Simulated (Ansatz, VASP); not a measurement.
**Hg: VASP beside Ansatz**

Contents of INCAR:

```
SYSTEM = Hg
PREC = Accurate
ENCUT = 520
EDIFF = 1E-7
ISMEAR = 0
SIGMA = 0.1
LREAL = .False.
LASPH = .True.
NELM = 150
ALGO = Normal
ISIF = 2
LWAVE = .False.
LCHARG = .False.
ISPIN = 2
MAGMOM = 0
LORBIT = 11
GGA = RP
NBANDS = 16
```

The input KPOINTS:

```
Automatic mesh
0
Gamma
  6 6 6
  0 0 0
```

POSCAR

```
Hg
1.0
   -2.0696950000      2.0696950000      1.8022580000
    2.0696950000     -2.0696950000      1.8022580000
    2.0696950000      2.0696950000     -1.8022580000
Hg
1
Direct
    0.0000000000      0.0000000000      0.0000000000
```

Input for Ansatz:

```yaml
crystal:
  lattice:
    - [-2.069695, 2.069695, 1.802258]
    - [2.069695, -2.069695, 1.802258]
    - [2.069695, 2.069695, -1.802258]
  atoms:
    - { symbol: Hg, position: [0.0, 0.0, 0.0] }
basis:
  ecutwfc: 420
kpoints:
  mp_grid: { grid: [6, 6, 6] }
hamiltonian:
  xc: rpbe
scf:
  occupations: { method: gaussian, width: 0.1 }
output:
  forces: true
  stress: true
  eigenvalues: true
magnetization:
  spin_polarized: true
  initial_magnetization: 1.0
```

Alike in both runs: task single point; functional RPBE; k mesh 6 × 6 × 6; occupations gaussian, width 0.1 eV; collinear spin.

|  | VASP | Ansatz |
| --- | --- | --- |
| version | VASP 6.6.1 | Ansatz 0.2.0 |
| potentials or method | VASP PAW PBE potentials, release 64 (Hg), cutoff 520 eV | scalar-relativistic, plane waves, PAW |
| valence electrons in the cell | 12 | 20 |

Ansatz gave:

```
gap on the k mesh at the Fermi level (eV)                     : none
pressure (GPa)                                                : 2.0
traceless stress, the component that is largest in VASP (GPa) : 0.26
net moment per atom (μB)                                      : 0.00
```

Estimate VASP's values.

gap on the k mesh at the Fermi level (eV): none; pressure (GPa): 2.1; traceless stress, the component that is largest in VASP (GPa): 0.25; net moment per atom (μB): 0.00.

VASP's potentials were made for PBE, not for RPBE. A gap of «none» marks a metal or a gap that the smearing closes. The functional is the same, so the differences come from potentials, cutoffs and numerics. VASP's potentials hold 12 valence electrons a cell and Ansatz's 20, so a difference there can come from the potentials and not from the codes. Ansatz's warnings: seeded moment not kept.

The k mesh is coarse, so the values compare programs but aren't converged. Neither program's run includes spin-orbit coupling.
